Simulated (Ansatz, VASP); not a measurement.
# One calculation of BN, two programs

File INCAR:

```
SYSTEM = BN
ALGO = Normal
EDIFF = 1E-6
ENCUT = 520
GGA = RP
ISIF = 2
ISMEAR = 0
LASPH = .TRUE.
LCHARG = .FALSE.
LREAL = .FALSE.
LWAVE = .FALSE.
NBANDS = 16
NELM = 80
PREC = Accurate
SIGMA = 0.01
```

KPOINTS

```
k-points
0
G
  8 8 5
  0 0 0
```

The input POSCAR:

```
BN
1.0
    2.5360000000      0.0000000000      0.0000000000
   -1.2680000000      2.1962400000      0.0000000000
    0.0000000000      0.0000000000      4.1990000000
B N
2 2
Direct
    0.6666666667      0.3333333333      0.0000000000
    0.3333333333      0.6666666667      0.5000000000
    0.6666666667      0.3333333333      0.3750000000
    0.3333333333      0.6666666667      0.8750000000
```

Input for Ansatz:

```yaml
crystal:
  lattice:
    - [2.536, 0.0, 0.0]
    - [-1.268, 2.19624, 0.0]
    - [0.0, 0.0, 4.199]
  atoms:
    - { symbol: B, position: [0.6666666666666666, 0.3333333333333333, 0.0] }
    - { symbol: B, position: [0.3333333333333333, 0.6666666666666666, 0.5] }
    - { symbol: "N", position: [0.6666666666666666, 0.3333333333333333, 0.375] }
    - { symbol: "N", position: [0.3333333333333333, 0.6666666666666666, 0.875] }
kpoints:
  mp_grid:
    grid: [8, 8, 5]
hamiltonian:
  xc: rpbe
scf:
  occupations:
    method: fixed
output:
  eigenvalues: true
```

Alike in both runs: task single point; functional RPBE; k mesh 8 × 8 × 5; no spin polarisation.

|  | VASP | Ansatz |
| --- | --- | --- |
| version | VASP 6.6.1 | Ansatz 0.2.0 |
| potentials or method | VASP PAW PBE potentials, release 64 (B, N) | plane waves, PAW |
| plane-wave cutoff (eV) | 520 | 420 |
| occupations | gaussian, width 0.01 eV | fixed |
| valence electrons in the cell | 16 | 16 |

VASP gave:

```
gap on the k mesh at the Fermi level (eV) : 5.59
```

**Question.** What did Ansatz give for the same quantities?

**Answer.** gap on the k mesh at the Fermi level (eV): 5.61.

VASP's potentials were made for PBE, not for RPBE.
